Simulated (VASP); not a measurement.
Set up this calculation in VASP 6.6.1, as the native input.

```
Task                   : single point
Functional             : PBE
Potentials or basis    : VASP PAW PBE potentials, release 64 (Ba_sv, Ti_sv, O_h)
Cutoff                 : 1340 eV
k mesh                 : 6 × 6 × 6
Occupations            : gaussian, width 0.01 eV
Spin                   : no spin polarisation
Hubbard terms          : Ti d U = 4.0 eV
Dipole correction      : no
Further INCAR settings : ALGO = Normal; EDIFF = 1e-06; NBANDS = 28
```

The structure of BaTiO3 lies in POSCAR:

```
BaTiO3
1.0
    2.8430466580      1.6414337533      2.3272395548
   -2.8430466580      1.6414337533      2.3272395548
    0.0000000000     -3.2828675067      2.3272395547
Ba Ti O
1 1 3
Direct
    0.0008118419      0.0008118419      0.0008118419
    0.5089914974      0.5089914974      0.5089914974
    0.4914667624      0.4914667624      0.9859631359
    0.4914667624      0.9859631359      0.4914667624
    0.9859631359      0.4914667624      0.4914667624
```

These files were run (other wordings do the same):

INCAR

```
PREC     = Accurate       # precision mode
ENCUT    = 1340           # plane-wave cutoff, eV
EDIFF    = 1E-6           # SCF threshold, eV
ISMEAR   = 0              # smearing method
SIGMA    = 0.01           # smearing width, eV
LREAL    = F              # projectors in reciprocal space
LASPH    = T              # aspherical terms in the spheres
NELM     = 200            # most SCF steps
ALGO     = Normal         # electronic algorithm
ISIF     = 2              # what is computed and relaxed
LWAVE    = F              # write WAVECAR
LCHARG   = F              # write CHGCAR
LMAXMIX  = 4              # l up to which the mixer works
LDAU     = T              # DFT+U
LDAUTYPE = 2            
LDAUL    = -1 2 -1        # shell
LDAUU    = 0 4 0          # U, eV
LDAUJ    = 0 0 0        
LDAUPRINT= 1            
GGA      = PE             # functional
NBANDS   = 28             # bands
GGA_COMPAT= F
```

KPOINTS

```
regular mesh
0
Gamma
  6 6 6
```

Potentials or basis: VASP PAW PBE potentials, release 64 (Ba_sv, Ti_sv, O_h).

Command:

```console
$ cat potpaw_PBE.64/Ba_sv/POTCAR potpaw_PBE.64/Ti_sv/POTCAR potpaw_PBE.64/O_h/POTCAR > POTCAR
$ mpirun -np 1 vasp_std > vasp.out
```

Results of the run:

- Pressure: 5.6 GPa
- Largest force: 0.468 eV/Å
- Band gap on the k mesh: 2.49 eV (least direct gap 2.80 eV)

Caveat: the cell stands under pressure; spin-orbit coupling is left out, which moves the levels of the heavy elements.

Wall time 5.8 min on 1 thread of AMD EPYC 7R43 64-Core Processor (Zen 3), with other jobs on the host, peak memory 0.44 GiB.
